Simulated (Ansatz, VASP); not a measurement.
# Two plane-wave programs on BP

File INCAR:

```
SYSTEM = BP
ALGO = Normal ; EDIFF = 1E-7
ENCUT = 520 ; GGA = PE
ISIF = 2 ; ISMEAR = 0
LASPH = .TRUE. ; LCHARG = .FALSE.
LREAL = .FALSE. ; LWAVE = .FALSE.
NBANDS = 16 ; NELM = 60
PREC = Accurate ; SIGMA = 0.01
```

Contents of KPOINTS:

```
k-points
0
G
  12 12 4
  0 0 0
```

POSCAR

```
BP
1.0
    3.2039354075      0.0000000000      0.0000000000
   -1.6019677038      2.7746894549      0.0000000000
    0.0000000000      0.0000000000      8.4666274574
B P
2 2
Direct
    0.3333333333      0.6666666667      0.2500000000
    0.6666666667      0.3333333333      0.7500000000
    0.6666666667      0.3333333333      0.2500000000
    0.3333333333      0.6666666667      0.7500000000
```

Input for Ansatz:

```yaml
crystal:
  lattice:
    - [3.2039354075, 0.0, 0.0]
    - [-1.6019677038, 2.7746894549, 0.0]
    - [0.0, 0.0, 8.4666274574]
  atoms:
    - { symbol: B, position: [0.3333333333, 0.6666666667, 0.25] }
    - { symbol: B, position: [0.6666666667, 0.3333333333, 0.75] }
    - { symbol: P, position: [0.6666666667, 0.3333333333, 0.25] }
    - { symbol: P, position: [0.3333333333, 0.6666666667, 0.75] }
kpoints:
  mp_grid: { grid: [12, 12, 4] }
  band_path:
    path:
      - [0.0, 0.0, 0.0]
      - [0.5, 0.0, 0.0]
      - [0.3333333333, 0.3333333333, 0.0]
      - [0.0, 0.0, 0.5]
      - [0.5, 0.0, 0.5]
      - [0.3333333333, 0.3333333333, 0.5]
      - [0.307292, 0.308594, 0.0]
      - [0.3666666667, 0.2666666667, 0.0]
    npoints: 1
hamiltonian:
  xc: pbe
scf:
  occupations: { method: fixed }
  n_extra_bands: 5
output:
  forces: true
  stress: true
  eigenvalues: true
```

Alike in both runs: task single point; functional PBE; k mesh 12 × 12 × 4; no spin polarisation.

|  | VASP | Ansatz |
| --- | --- | --- |
| version | VASP 6.6.1 | Ansatz 0.2.0 |
| potentials or method | VASP PAW PBE potentials, release 64 (B, P) | plane waves, PAW |
| plane-wave cutoff (eV) | 520 | 420 |
| occupations | gaussian, width 0.01 eV | fixed |
| valence electrons in the cell | 16 | 16 |

|  | VASP | Ansatz | Ansatz less VASP |
| --- | --- | --- | --- |
| gap on the k mesh at the Fermi level (eV) | 0.88 | 0.87 | -0.011 |
| pressure (GPa) | 1.0 | 1.2 | +0.16 |
| traceless stress, the component that is largest in VASP (GPa) | -0.26 | -0.38 | -0.124 |
